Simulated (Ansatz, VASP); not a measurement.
# MnAs: VASP beside Ansatz

INCAR

```
  PREC = Accurate
  ENCUT = 600
  EDIFF = 1E-7
  ISMEAR = -1
  SIGMA = 0.05
  LREAL = F
  LASPH = T
  NELM = 150
  ALGO = Normal
  ISIF = 3
  LWAVE = F
  LCHARG = F
  ISPIN = 2
  MAGMOM = 0 0 4 4
  LORBIT = 11
  LMAXMIX = 4
  GGA = RP
  IVDW = 13
  IBRION = 2
  NSW = 60
  EDIFFG = -0.01
```

KPOINTS

```
regular mesh
0
Gamma
  8 8 5
```

File POSCAR:

```
MnAs
1.0
    3.7100000000      0.0000000000      0.0000000000
   -1.8550000000      3.2129542480      0.0000000000
    0.0000000000      0.0000000000      5.6910000000
As Mn
2 2
Direct
    0.6666666667      0.3333333333      0.7500000000
    0.3333333333      0.6666666667      0.2500000000
    0.0000000000      0.0000000000      0.5000000000
    0.0000000000      0.0000000000      0.0000000000
```

input.yaml

```yaml
crystal:
  lattice:
    - [3.71, 0.0, 0.0]
    - [-1.855, 3.212954248, 0.0]
    - [0.0, 0.0, 5.691]
  atoms:
    - { symbol: As, position: [0.6666666667, 0.3333333333, 0.75] }
    - { symbol: As, position: [0.3333333333, 0.6666666667, 0.25] }
    - { symbol: Mn, position: [0.0, 0.0, 0.5], spin: 4.0 }
    - { symbol: Mn, position: [0.0, 0.0, 0.0], spin: 4.0 }
hamiltonian:
  xc: rpbe
  pseudopotentials: { kind: paw }
  dispersion: d4
magnetization:
  spin_polarized: true
kpoints:
  mp_grid: { grid: [8, 8, 5] }
scf:
  occupations: { method: fermi_dirac, width: 0.05 }
output:
  forces: true
  stress: true
relax:
  f_tol: 0.01
  max_steps: 40
  cell: { stress_tol: 0.05 }
```

Alike in both runs: task relaxation of cell and atoms; functional RPBE; dispersion D4; k mesh 8 × 8 × 5; occupations fermi-dirac, width 0.05 eV; collinear spin.

|  | VASP | Ansatz |
| --- | --- | --- |
| version | VASP 6.6.1 | Ansatz 0.2.0 |
| potentials or method | VASP PAW PBE potentials, release 64 (As, Mn_pv) | Ansatz PAW |
| plane-wave cutoff (eV) | 600 | 420 |
| valence electrons in the cell | 36 | 60 |

Ansatz gave:

```
net moment per atom (μB)                                      : 1.32
size of the moment on the site where the two differ most (μB) : 2.64
relaxed volume (Å³/atom)                                      : 15.00
relaxed cell length with the largest relative difference (Å)  : 5.457
```

Q: Estimate VASP's values.

A: net moment per atom (μB): 1.32; size of the moment on the site where the two differ most (μB): 2.72; relaxed volume (Å³/atom): 15.01; relaxed cell length with the largest relative difference (Å): 5.459.

VASP's potentials were made for PBE, not for RPBE. Site moments also hang on the region over which each program counts them. VASP's potentials hold 36 valence electrons a cell and Ansatz's 60, so a difference there can come from the potentials and not from the codes.

Noted on Ansatz's run: the plane-wave basis is chosen anew once the cell has moved, so the energies of steps on either side of that aren't comparable.
